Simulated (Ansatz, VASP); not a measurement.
Co: VASP beside Ansatz

File INCAR:

```
SYSTEM = Co
PREC = Accurate ; ENCUT = 600
EDIFF = 1E-6 ; ISMEAR = -1
SIGMA = 0.05 ; LREAL = .False.
LASPH = .True. ; NELM = 150
ALGO = Normal ; ISIF = 3
LWAVE = .False. ; LCHARG = .False.
ISPIN = 2 ; MAGMOM = 2 2
LORBIT = 11 ; LMAXMIX = 4
GGA = B5 ; ALDAX = 1.0
AGGAX = 1.0 ; AGGAC = 1.0
ALDAC = 0.0 ; IVDW = 13
VDW_S6 = 1.0 ; VDW_S8 = 2.34076671
VDW_A1 = 0.44488865 ; VDW_A2 = 4.0933009
IBRION = 2 ; NSW = 60
EDIFFG = -0.01
```

Contents of KPOINTS:

```
Automatic mesh
0
Gamma
  12 12 7
  0 0 0
```

The input POSCAR:

```
Co
1.0
    2.4719999032      0.0000000000      0.0000000000
   -1.2359999516      2.1408147143      0.0000000000
    0.0000000000      0.0000000000      4.0211440800
Co
2
Direct
    0.6666666667      0.3333333333      0.7500000000
    0.3333333333      0.6666666667      0.2500000000
```

Contents of input.yaml:

```yaml
crystal:
  lattice:
    - [2.4719999032, 0.0, 0.0]
    - [-1.2359999516, 2.1408147143, 0.0]
    - [0.0, 0.0, 4.02114408]
  atoms:
    - { symbol: Co, position: [0.6666666667, 0.3333333333, 0.75], spin: 2.0 }
    - { symbol: Co, position: [0.3333333333, 0.6666666667, 0.25], spin: 2.0 }
hamiltonian:
  xc: blyp
  pseudopotentials: { kind: paw }
  dispersion: d4
magnetization:
  spin_polarized: true
kpoints:
  mp_grid: { grid: [12, 12, 7] }
scf:
  occupations: { method: fermi_dirac, width: 0.05 }
output:
  forces: true
  stress: true
  eigenvalues: true
  write_density: true
  write_potential: true
  elf: true
  volumetric_format: npy
relax:
  f_tol: 0.01
  max_steps: 40
  cell: { stress_tol: 0.05 }
```

Alike in both runs: task relaxation of cell and atoms; functional BLYP; dispersion D4; k mesh 12 × 12 × 7; occupations fermi-dirac, width 0.05 eV; collinear spin.

|  | VASP | Ansatz |
| --- | --- | --- |
| version | VASP 6.6.1 | Ansatz 0.2.0 |
| potentials or method | VASP PAW PBE potentials, release 64 (Co) | Ansatz PAW |
| plane-wave cutoff (eV) | 600 | 420 |
| valence electrons in the cell | 18 | 34 |

```csv
,VASP,Ansatz,Ansatz less VASP
"gap on the k mesh at the Fermi level, each at its own relaxed structure (eV)",none,none,-
net moment per atom (μB),1.56,1.58,+0.017
size of the moment on the site where the two differ most (μB),1.57,1.64,+0.069
relaxed volume (Å³/atom),10.69,10.71,+0.030
relaxed cell length with the largest relative difference (Å),2.483,2.486,+0.0024
```

VASP's potentials were made for PBE, not for BLYP. Site moments also hang on the region over which each program counts them. A gap of «none» marks a metal or a gap that the smearing closes. VASP's potentials hold 18 valence electrons a cell and Ansatz's 34, so a difference there can come from the potentials and not from the codes.

Noted on Ansatz's run: the plane-wave basis is chosen anew once the cell has moved, so the energies of steps on either side of that aren't comparable.
